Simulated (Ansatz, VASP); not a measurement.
Two plane-wave programs on ZnO

```
Zn O
1.0
     0.00000    2.19916    2.11120
     2.19916    0.00000    2.11120
     2.19916    2.19916    0.00000
Zn O
1 1
Cartesian
  0.0000 0.0000 0.0000
  2.1992 2.1992 2.1112
```

Alike in both runs: task single point; functional LDA; k mesh 12 × 12 × 12; occupations gaussian, width 0.05 eV; no spin polarisation.

|  | VASP | Ansatz |
| --- | --- | --- |
| version | VASP 6.6.1 | Ansatz 0.2.0 |
| potentials or method | VASP PAW LDA potentials, release 64 (Zn, O), cutoff 520 eV | scalar-relativistic, plane waves, PAW |
| valence electrons in the cell | 18 | 18 |

```csv
,VASP,Ansatz,Ansatz less VASP
gap on the k mesh at the Fermi level (eV),0.60,0.60,-0.001
least direct gap on the mesh (eV),1.85,1.85,+0.006
pressure (GPa),-13.5,-14.6,-1.08
"traceless stress, the component that is largest in VASP (GPa)",1.23,1.01,-0.217
```

LDA's correlation is that of Perdew and Zunger in VASP and of Perdew and Wang (1992) in Ansatz.
